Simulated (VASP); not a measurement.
# TaAgS2 (P-4m2) in VASP: a series of runs, part 2 of 2

VASP 6.6.1. Earlier steps stand in the parts before.

### Step 4. Single point, PBE

This run uses another cell than the first one, of 21.38 Å³/atom, 1.022 times its volume.

INCAR

```
PREC = Accurate
ENCUT = 520
EDIFF = 1E-6
ISMEAR = 0
SIGMA = 0.1
LREAL = False
LASPH = True
NELM = 100
ALGO = Normal
ISIF = 2
LWAVE = False
LCHARG = False
GGA = PE
NBANDS = 25
```

KPOINTS

```
regular mesh
0
Gamma
  4 4 4
```

POSCAR

```
TaAgS2
1.0
    3.4454048741      0.0000000000      0.0000000000
    0.0000000000      3.4454048741      0.0000000000
    0.0000000000      0.0000000000      7.2045406444
Ta Ag S
1 1 2
Direct
    0.0000000000      0.0000000000      0.0000000000
    0.5000000000      0.5000000000      0.5000000000
    0.5000000000      0.0000000000      0.7729671770
    0.0000000000      0.5000000000      0.2270328230
```

Started as:

```bash
> cat potpaw_PBE.64/Ta_pv/POTCAR potpaw_PBE.64/Ag/POTCAR potpaw_PBE.64/S/POTCAR > POTCAR
> mpirun -np 1 vasp_std > vasp.out
```

It used 34 s of CPU time on 1 thread of Intel(R) Xeon(R) Platinum 8488C (Sapphire Rapids) (shared host).

It converged, with:

```yaml
Free_energy: -23.7532 eV
Pressure: 0.0 GPa
Largest_force: 0.015 eV/Å
Band_gap_on_the_k_mesh: zero (band 17 reaches 5.71 eV, above the bottom of band 18 at 4.93 eV)
```

Forces in eV/Å, atoms in the order of the input:
```
Ta   0.000  0.000  0.000
Ag   0.000  0.000  0.000
S    0.000  0.000 -0.015
S    0.000  0.000  0.015
```

Stress tensor (GPa, compression positive):
```
0.02 0.00 0.00
0.00 0.02 0.00
0.00 0.00 0.11
```

Levels at points of the mesh, in eV from the Fermi level:
| k point | band 13 | band 14 | band 15 | band 16 | band 17 | band 18 | band 19 | band 20 | band 21 | band 22 |
| --- | --- | --- | --- | --- | --- | --- | --- | --- | --- | --- |
| (0.00, 0.00, 0.00) | -3.51 | -3.51 | -1.77 | -1.77 | -1.62 | 0.40 | 1.37 | 1.69 | 4.00 | 4.00 |
| (0.50, 0.00, 0.00) | -3.37 | -3.35 | -3.35 | -1.95 | -0.22 | 0.72 | 1.60 | 2.37 | 3.15 | 3.79 |
| (0.50, 0.50, 0.00) | -3.67 | -3.60 | -3.00 | -3.00 | -0.28 | 0.28 | 0.28 | 2.54 | 3.17 | 4.32 |
| (0.00, 0.00, 0.50) | -3.90 | -3.90 | -1.35 | -1.35 | -0.83 | -0.41 | 1.69 | 2.39 | 2.77 | 3.47 |
| (0.50, 0.00, 0.50) | -3.34 | -3.31 | -3.30 | -1.88 | 0.37 | 0.69 | 1.46 | 2.46 | 2.81 | 3.11 |
| (0.50, 0.50, 0.50) | -3.37 | -2.82 | -2.82 | -2.78 | 0.02 | 0.02 | 0.12 | 2.52 | 3.17 | 4.05 |

Caveat: the k points lie up to 0.46 Å⁻¹ apart; spin-orbit coupling is left out, which moves the levels of the heavy elements.

### Step 5. Relaxation of cell and atoms, PBE

This run uses another cell than the first one, of 27.90 Å³/atom, 1.333 times its volume.

INCAR

```
  ALGO = Normal
  EDIFF = 1E-6
  EDIFFG = -0.04
  ENCUT = 600
  GGA = PE
  IBRION = 2
  ISIF = 3
  ISMEAR = 0
  LASPH = True
  LCHARG = False
  LREAL = False
  LWAVE = False
  NELM = 100
  NSW = 90
  PREC = Accurate
  SIGMA = 0.1
```

KPOINTS

```
k-points
0
Gamma
  4 4 4
```

POSCAR

```
TaAgS2
1.0
    4.2890565400      0.0000000000      0.0000000000
    0.0000000000      4.2890565400      0.0000000000
    0.0000000000      0.0000000000      6.0656419300
Ta Ag S
1 1 2
Direct
    0.0000000000      0.0000000000      0.0000000000
    0.5000000000      0.5000000000      0.5000000000
    0.5000000000      0.0000000000      0.7500000000
    0.0000000000      0.5000000000      0.2500000000
```

Started as:

```bash
> cat potpaw_PBE.64/Ta_pv/POTCAR potpaw_PBE.64/Ag/POTCAR potpaw_PBE.64/S/POTCAR > POTCAR
> mpirun -np 1 vasp_std > vasp.out
```

It used 560 s of CPU time on 1 thread of Intel(R) Xeon(R) Platinum 8488C (Sapphire Rapids), on a shared host.

Results (log left out):

| Quantity | Value |
| --- | --- |
| Free energy | -23.7529 eV |
| Relaxed volume | 21.31 Å³/atom |
| Relaxed cell | a = 3.432 Å, b = 3.432 Å, c = 7.235 Å, α = 90.00°, β = 90.00°, γ = 90.00° |
| Space group after relaxing (to 0.05 Å) | P-4m2 (No. 115) |
| Energy gained by relaxing | 374.3 meV/atom |
| Ionic steps | 25 |
| Pressure after relaxing | 0.0 GPa |
| Largest force after relaxing | 0.028 eV/Å |
| Band gap on the k mesh | zero (band 17 reaches 5.69 eV, above the bottom of band 18 at 4.91 eV) |

Forces in eV/Å, atoms in the order of the input:
```
Ta   0.000  0.000  0.000
Ag   0.000  0.000  0.000
S    0.000  0.000  0.028
S    0.000  0.000 -0.028
```

Stress tensor (GPa, compression positive):
```
 0.09  0.00  0.00
 0.00  0.09  0.00
 0.00  0.00 -0.09
```

Step by step:
```tsv
step	energy change (eV)	largest force (eV/Å)	pressure (GPa)	volume (Å³)
1	0.0000	1.9841	-11.95	111.58
2	-1.0444	0.0156	10.44	81.25
3	-1.2525	0.7287	0.60	88.37
4	-1.2523	0.6904	1.08	87.94
5	-1.3098	0.3600	1.02	88.72
6	-1.3435	0.1214	1.17	89.81
7	-1.3437	0.1697	1.18	89.92
8	-1.3452	0.0393	-1.48	92.81
9	-1.3505	0.0597	-0.27	91.43
10	-1.3555	0.0703	-0.32	91.38
11	-1.3732	0.0508	-0.53	91.18
12	-1.3930	0.2030	-1.13	90.63
13	-1.3958	0.1809	-0.87	90.24
14	-1.3998	0.1111	-0.09	89.21
15	-1.3991	0.0674	1.54	87.13
16	-1.4006	0.0194	0.74	88.12
17	-1.4035	0.0005	0.77	87.91
18	-1.4185	0.0028	0.83	87.25
19	-1.4662	0.0330	0.78	85.68
20	-1.4380	0.3810	0.75	81.67
21	-1.4892	0.1454	0.68	84.44
22	-1.4897	0.1622	0.67	84.11
23	-1.4931	0.2192	-0.70	85.44
24	-1.4935	0.2037	-0.37	85.11
25	-1.4972	0.0279	0.03	85.23
```

Final structure:
```yaml
crystal:
  lattice:
    - [3.43218, 0.00000, 0.00000]
    - [0.00000, 3.43218, 0.00000]
    - [0.00000, 0.00000, 7.23486]
  atoms:
    - { symbol: Ta, position: [0.00000, 0.00000, 0.00000] }
    - { symbol: Ag, position: [0.50000, 0.50000, 0.50000] }
    - { symbol: S, position: [0.50000, 0.00000, 0.77239] }
    - { symbol: S, position: [0.00000, 0.50000, 0.22761] }
```

Levels at points of the mesh, in eV from the Fermi level:
```tsv
k point	band 14	band 15	band 16	band 17	band 18	band 19	band 20	band 21
(0.00, 0.00, 0.00)	-3.45	-1.72	-1.72	-1.65	0.34	1.41	1.76	4.00
(0.50, 0.00, 0.00)	-3.33	-3.28	-1.89	-0.24	0.71	1.62	2.46	3.16
(0.50, 0.50, 0.00)	-3.58	-2.98	-2.98	-0.27	0.32	0.32	2.62	3.27
(0.00, 0.00, 0.50)	-3.83	-1.30	-1.30	-0.87	-0.45	1.75	2.41	2.81
(0.50, 0.00, 0.50)	-3.28	-3.24	-1.83	0.34	0.70	1.49	2.51	2.85
(0.50, 0.50, 0.50)	-2.80	-2.80	-2.75	0.05	0.05	0.09	2.60	3.27
```

Caveat: the k points lie up to 0.46 Å⁻¹ apart in the final cell; the volume moved by over 15 % at a fixed basis, so the end points are rough; spin-orbit coupling is left out, which moves the levels of the heavy elements.

### Step 6. The runs side by side

| task | cell | k mesh | cutoff (eV) | gap on the mesh (eV) | pressure (GPa) | relaxed volume (Å³/atom) | largest force (eV/Å) |
| --- | --- | --- | --- | --- | --- | --- | --- |
| single point | a = 3.359, b = 3.359, c = 7.418 Å, 4 atoms | 14 × 14 × 6 | 520 | none | 0.0 | - | 0.02 |
| relaxation of cell and atoms | relaxed from a = 3.348, b = 3.348, c = 7.443 Å, 4 atoms | 14 × 14 × 6 | 600 | none | 0.0 | 20.90 | - |
| single point | a = 3.445, b = 3.445, c = 7.205 Å, 4 atoms | 4 × 4 × 4 | 520 | none | 0.0 | - | 0.01 |
| relaxation of cell and atoms | relaxed from a = 4.289, b = 4.289, c = 6.066 Å, 4 atoms | 4 × 4 × 4 | 600 | none | 0.0 | 21.31 | 0.03 |

Alike in all rows: level PBE; potentials or basis VASP PAW PBE potentials, release 64 (Ta_pv, Ag, S); no spin polarisation; smearing gaussian 0.1 eV.

Caveats: some runs use coarse meshes; spin-orbit coupling is left out, which moves the levels of the heavy elements; the volume moved by over 15 % at a fixed basis, so the end points are rough (some runs).

Absolute energies hang on the potentials; compare differences alone.
